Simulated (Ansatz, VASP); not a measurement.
## Ti3H in VASP and in Ansatz

Contents of INCAR:

```
  PREC = Accurate
  ENCUT = 520
  EDIFF = 1E-7
  ISMEAR = 0
  SIGMA = 0.1
  LREAL = False
  LASPH = True
  NELM = 100
  ALGO = Normal
  ISIF = 2
  LWAVE = False
  LCHARG = False
  LDIPOL = True
  IDIPOL = 3
  DIPOL = 0.5 0.5 0.315
  GGA = PE
  NBANDS = 47
```

File KPOINTS:

```
regular mesh
0
Gamma
  6 6 1
```

Contents of POSCAR:

```
Ti3H
1.0
    4.6039800811      0.0000000000      0.0000000000
   -2.3019900405      3.9871637087      0.0000000000
    0.0000000000      0.0000000000     22.4969948581
Ti H
6 2
Direct
    0.6666666667      0.3333333333      0.1778015253
    0.3333333333      0.6666666667      0.2195752601
    0.0000000000      0.0000000000      0.2613489950
    0.6666666667      0.3333333333      0.2980583739
    0.3333333333      0.6666666667      0.3304600279
    0.0000000000      0.0000000000      0.3776946615
    0.2863074238      0.7136925762      0.4261455772
    0.3803592429      0.6196407571      0.4261455772
```

Input for Ansatz:

```yaml
crystal:
  lattice:
    - [4.6039800811, 0.0, 0.0]
    - [-2.3019900405, 3.9871637087, 0.0]
    - [0.0, 0.0, 22.4969948581]
  atoms:
    - { symbol: Ti, position: [0.6666666667, 0.3333333333, 0.1778015253] }
    - { symbol: Ti, position: [0.3333333333, 0.6666666667, 0.2195752601] }
    - { symbol: Ti, position: [0.0, 0.0, 0.261348995] }
    - { symbol: Ti, position: [0.6666666667, 0.3333333333, 0.2980583739] }
    - { symbol: Ti, position: [0.3333333333, 0.6666666667, 0.3304600279] }
    - { symbol: Ti, position: [0.0, 0.0, 0.3776946615] }
    - { symbol: H, position: [0.2863074238, 0.7136925762, 0.4261455772] }
    - { symbol: H, position: [0.3803592429, 0.6196407571, 0.4261455772] }
basis:
  ecutwfc: 420
kpoints:
  mp_grid: { grid: [6, 6, 1] }
hamiltonian:
  xc: pbe
scf:
  occupations: { method: gaussian, width: 0.1 }
output:
  forces: true
  eigenvalues: true
efield:
  axis: 3
  dipole_correction: true
  ramp_width: 0.04
```

Alike in both runs: task single point; functional PBE; k mesh 6 × 6 × 1; occupations gaussian, width 0.1 eV; no spin polarisation.

|  | VASP | Ansatz |
| --- | --- | --- |
| version | VASP 6.6.1 | Ansatz 0.2.0 |
| potentials or method | VASP PAW PBE potentials, release 64 (Ti_sv, H), cutoff 520 eV | scalar-relativistic, plane waves, PAW |
| valence electrons in the cell | 74 | 74 |

```csv
,VASP,Ansatz,Ansatz less VASP
gap on the k mesh at the Fermi level (eV),none,none,-
rms of the force components (eV/Å),0.705,0.709,+0.0039
```

Atom by atom the forces differ by 0.007 eV/Å (rms over components). A gap of «none» marks a metal or a gap that the smearing closes.
